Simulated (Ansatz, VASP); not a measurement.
## Fe in VASP and in Ansatz

```
Fe
1.0
     1.70008   -1.72624    0.00000
     1.70008    1.72624    0.00000
     0.00000    0.00000    3.70970
Fe
2
Direct
  0.50000 0.50000 0.50000
  0.00000 0.00000 0.00000
```

Alike in both runs: task single point; functional PBE; k mesh 12 × 12 × 8; occupations fermi-dirac, width 0.05 eV; collinear spin.

|  | VASP | Ansatz |
| --- | --- | --- |
| version | VASP 6.6.1 | Ansatz 0.2.0 |
| potentials or method | VASP PAW PBE potentials, release 64 (Fe) | PAW with Ansatz's default frozen-core files, scalar-relativistic |
| plane-wave cutoff (eV) | 520 | 420 |
| valence electrons in the cell | 16 | 32 |

```csv
,VASP,Ansatz,Ansatz less VASP
net moment per atom (μB),0.00,0.00,0.000
size of the moment on the site where the two differ most (μB),1.64,1.59,-0.046
```

Site moments also hang on the region over which each program counts them. VASP's potentials hold 16 valence electrons a cell and Ansatz's 32, so a difference there can come from the potentials and not from the codes.
